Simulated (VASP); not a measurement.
Crystal: NiO2.

```xyz
3
Lattice="2.6525 0.0000 0.0000 -1.3263 2.2971 0.0000 0.0000 0.0000 4.5631" Properties=species:S:1:pos:R:3 pbc="T T T"
Ni    0.0000    0.0000    2.2816
O     1.3263    0.7657    3.2249
O     0.0000    1.5314    1.3382
```

This cell differs from its parent crystal: c/a of the conventional cell at fixed volume 1.7203.

Base run:

- Program: VASP 6.6.1
- Functional: LDA
- Potentials or basis: VASP PAW LDA potentials, release 64 (Ni_sv_GW, O)
- Cutoff: 600 eV
- k mesh: 12 × 12 × 6
- Occupations: gaussian, width 0.05 eV
- Spin: no spin polarisation

Its results: band gap on the k mesh 1.05 eV, indirect (least direct gap 1.28 eV); pressure 19.1 GPa; largest force 0.876 eV/Å.

Problem. The run is repeated on the same cell with these changes: potentials or basis from VASP PAW LDA potentials, release 64 (Ni_sv_GW, O) to VASP PAW LDA potentials, release 64 (Ni, O); cutoff from 600 eV to 520 eV; further incar settings from ALGO = Normal; EDIFF = 1e-06; NBANDS = 22 to ALGO = Normal; EDIFF = 1e-07; NBANDS = 18; valence electrons from 30 to 22. What comes out?

Solution. Band gap on the k mesh 1.03 eV, indirect (least direct gap 1.26 eV); pressure 20.3 GPa; largest force 0.849 eV/Å.

A k mesh can miss the band edges.
